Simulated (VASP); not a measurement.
# Li7CaNb8O24 (a cell with a defect) in VASP: further runs, part 2 of 3

VASP 6.6.1.

## 3. Single point, PBE

File INCAR:

```
ALGO = Normal
EDIFF = 1E-6
ENCUT = 650
GGA = PE
GGA_COMPAT = F
ISIF = 2
ISMEAR = -1
ISYM = -1
LASPH = T
LCHARG = F
LREAL = Auto
LWAVE = F
NBANDS = 166
NELECT = 278.0
NELM = 120
PREC = Accurate
SIGMA = 0.01
```

File KPOINTS:

```
explicit points
1
Reciprocal
  0.25000000   0.25000000   0.25000000 1
```

File POSCAR:

```
Li7CaNb8O24
1.0
    2.5949501352      1.4981951591      4.6722232478
   -5.1899002704      2.9963903182      9.3444464955
    0.0000000000     -5.9927806363      9.3444464955
Li Nb O Ca
7 8 24 1
Direct
    0.7173894886      0.3642915926      0.3607509457
    0.2116973972      0.1116892976      0.1090482545
    0.7338275848      0.3622231190      0.8524619527
    0.2266306820      0.1120840394      0.6026036804
    0.7083574627      0.8600109969      0.3670260193
    0.2111697661      0.6087364932      0.1153724877
    0.7174316360      0.8517489307      0.8605915952
    1.0249914742      0.4967226187      0.4942901977
    0.5023426335      0.2493767022      0.2472302775
    0.9922707869      0.4921191424      1.0121587250
    0.5158042177      0.2379922194      0.7552842201
    0.9837090188      1.0126728101      0.4954140082
    0.5001695440      0.7597042406      0.2408216084
    0.9977741063      0.9998641205      1.0005515503
    0.4771716842      0.7506680714      0.7569823680
    0.2939249248      0.3182553119      0.4417493782
    0.6268105150      0.4452762764      0.1449325041
    0.8890820793      0.1446917447      0.3128021191
    0.3880609256      0.0737454773      0.3892534988
    0.7776924409      0.1953964635      0.0670822590
    0.1337695499      0.3906516507      0.1961393322
    0.2690223648      0.3218938107      0.9421750276
    0.6844551723      0.4263289248      0.6450915052
    0.8993141807      0.1343830668      0.8180494731
    0.3977181215      0.0633485061      0.8893094586
    0.7858591743      0.1937816564      0.5673314100
    0.1680185915      0.3875716790      0.6911916014
    0.2872147217      0.8394862957      0.4270344608
    0.6365351989      0.9479358393      0.1330109271
    0.8824584642      0.6378642379      0.3265388859
    0.3888119776      0.5763737730      0.3897842962
    0.7803866455      0.6943640443      0.0711808604
    0.1340417646      0.8899911540      0.1938073336
    0.2645994538      0.8201913318      0.9457281760
    0.6466270842      0.9419903051      0.6330791388
    0.8492912338      0.6407251045      0.8406522320
    0.3796228479      0.5683866101      0.8845858099
    0.7717278328      0.6895931362      0.5790390584
    0.1329098198      0.8837353200      0.6933183566
    0.2367875115      0.6168738855      0.6192850061
```

Potentials or basis: VASP PAW PBE potentials, release 64 (Li_sv, Nb_sv, O, Ca_sv).

Launch:

```bash
$ cat potpaw_PBE.64/Li_sv/POTCAR potpaw_PBE.64/Nb_sv/POTCAR potpaw_PBE.64/O/POTCAR potpaw_PBE.64/Ca_sv/POTCAR > POTCAR
$ mpirun -np 1 vasp_std > vasp.out
```

OUTCAR:

```text
EDIFF = 1E-6
   ENCUT = 650
   GGA = PE
   ISIF = 2
   ISMEAR = -1
   ISYM = -1
   LASPH = T
   LREAL = Auto
   NELECT = 278.0
   NELM = 120
   PREC = Accurate

 ion  position               nearest neighbor table
   1  0.717  0.364  0.361-  21 2.04  26 2.07  31 2.08  16 2.25  17 2.29
   2  0.212  0.112  0.109-  18 2.02  29 2.07  22 2.07  20 2.27
[... 385 lines left out ...]
  -------------------------------------------------------------------------------------
  Total       -0.5602187      0.3216642     -7.3440600     -0.0964544     -0.0057155     -0.0830067
  in kB       -2.0589034      1.1821730    -26.9907257     -0.3544871     -0.0210053     -0.3050642
  external PRESSURE =      -9.2891520 kB  Pullay stress =       0.0000000 kB

 VOLUME and BASIS-vectors are now :
 -----------------------------------------------------------------------------
  energy-cutoff  :      650.00
  volume of cell :      435.95
      direct lattice vectors                 reciprocal lattice vectors
     2.594950135  1.498195159  4.672223248     0.192681930  0.111244964  0.071343623
    -5.189900270  2.996390318  9.344446495    -0.096340965  0.055622482  0.035671811
     0.000000000 -5.992780636  9.344446495    -0.000000000 -0.111244964  0.035671811

 POSITION                                       TOTAL-FORCE (eV/Angst)
 -----------------------------------------------------------------------------------
     -0.02905      0.00445     10.12693         0.000346     -0.003617     -0.000137
     -0.03031     -0.00167      3.05177        -0.003826     -0.002080      0.000558
      0.02434     -2.92384     14.77917        -0.000475     -0.000328     -0.001225
      0.00639     -2.93589      7.73723        -0.001003     -0.001376     -0.001750
     -2.62522      1.43868     14.77559        -0.000716      0.000079     -0.002609
     -2.61131      1.44898      7.75303        -0.003072     -0.003099     -0.002937
[... 32 lines left out ...]
     -4.24160     -1.30776     15.35768         0.005079      0.015426     -0.011283
     -2.58706     -1.50809     12.65754        -0.001778      0.003994      0.011079
 -----------------------------------------------------------------------------------
    total drift:                               -0.004844      0.002975      0.010640

  FREE ENERGIE OF THE ION-ELECTRON SYSTEM (eV)
  ---------------------------------------------------
  free  energy   TOTEN  =      -327.7608769331 eV

  energy  without entropy=     -327.7608769331  energy(sigma->0) =     -327.76087693
```

OSZICAR:

```text
N       E                     dE             d eps       ncg     rms          rms(c)
DAV:   1     0.398218884972E+04    0.39822E+04   -0.16584E+05   332   0.208E+03
DAV:   2     0.105539471941E+03   -0.38766E+04   -0.37180E+04   388   0.709E+02
DAV:   3    -0.364378684133E+03   -0.46992E+03   -0.46571E+03   496   0.221E+02
DAV:   4    -0.396185785357E+03   -0.31807E+02   -0.31751E+02   560   0.550E+01
DAV:   5    -0.399439679549E+03   -0.32539E+01   -0.32523E+01   576   0.125E+01    0.544E+01
DAV:   6    -0.327345079456E+03    0.72095E+02   -0.38773E+02   456   0.598E+01    0.196E+01
DAV:   7    -0.327491870471E+03   -0.14679E+00   -0.38180E+01   512   0.196E+01    0.994E+00
DAV:   8    -0.327704023360E+03   -0.21215E+00   -0.40948E+00   568   0.626E+00    0.421E+00
DAV:   9    -0.327766406275E+03   -0.62383E-01   -0.83429E-01   472   0.325E+00    0.173E+00
DAV:  10    -0.327757076044E+03    0.93302E-02   -0.17805E-01   480   0.172E+00    0.292E-01
DAV:  11    -0.327759887588E+03   -0.28115E-02   -0.21949E-02   512   0.475E-01    0.196E-01
DAV:  12    -0.327760556221E+03   -0.66863E-03   -0.23358E-03   536   0.162E-01    0.917E-02
DAV:  13    -0.327760852883E+03   -0.29666E-03   -0.63679E-04   408   0.777E-02    0.256E-02
DAV:  14    -0.327760877196E+03   -0.24314E-04   -0.10046E-04   552   0.432E-02    0.218E-02
DAV:  15    -0.327760875352E+03    0.18443E-05   -0.20726E-05   464   0.126E-02    0.120E-02
DAV:  16    -0.327760877257E+03   -0.19046E-05   -0.36819E-06   280   0.716E-03    0.511E-03
DAV:  17    -0.327760876933E+03    0.32355E-06   -0.83723E-07   208   0.473E-03
   1 F= -.32776088E+03 E0= -.32776088E+03  d E =-.143451E-11
```

Run time: 5.4 min. Hardware: 1 thread of Intel Xeon Platinum 8488C (Sapphire Rapids), shared host; peak memory 0.89 GiB.

What came out:

```
Free energy   : -327.7609 eV
Largest force : 0.056 eV/Å
```

Forces on the atoms (eV/Å):
```
Li   0.000 -0.004  0.000
Li  -0.004 -0.002  0.001
Li   0.000  0.000 -0.001
Li  -0.001 -0.001 -0.002
Li  -0.001  0.000 -0.003
Li  -0.003 -0.003 -0.003
Li  -0.001 -0.004  0.002
Nb  -0.004 -0.004  0.008
Nb   0.011 -0.001  0.027
Nb  -0.013 -0.004  0.029
Nb  -0.005 -0.005  0.036
Nb  -0.006 -0.006  0.027
Nb  -0.015 -0.007  0.032
Nb   0.001 -0.001  0.013
Nb   0.002 -0.012  0.017
O   -0.006  0.011 -0.010
O    0.012  0.004 -0.006
O   -0.008 -0.011 -0.007
O   -0.008 -0.001 -0.005
O   -0.002 -0.007 -0.007
O   -0.001  0.010 -0.010
O    0.000  0.013 -0.014
O    0.051  0.003  0.005
O    0.001 -0.013 -0.006
O   -0.011  0.003 -0.011
O    0.012 -0.006 -0.010
O    0.019  0.000 -0.022
O   -0.024  0.050  0.001
O    0.016  0.007 -0.007
O    0.000 -0.006 -0.011
O   -0.004  0.015 -0.019
O    0.017 -0.005 -0.013
O    0.010  0.008 -0.006
O   -0.006  0.010 -0.007
O    0.006  0.002 -0.009
O   -0.022 -0.044  0.008
O   -0.011  0.004 -0.004
O   -0.006 -0.014 -0.013
O    0.005  0.015 -0.011
Ca  -0.002  0.004  0.011
```

Levels at points of the mesh, in eV from the Fermi level:
```tsv
k point	band 135	band 136	band 137	band 138	band 139	band 140	band 141	band 142	band 143	band 144
(0.25, 0.25, 0.25)	-0.42	-0.38	-0.33	-0.30	-0.27	3.32	3.45	3.48	3.58	3.63
```

Caveat: the cell carries a net charge on a neutralising background, which shifts energy and pressure; the cell is charged against a uniform background, so pressure and absolute levels hang on convention.

(Continued in part 3 of 3.)
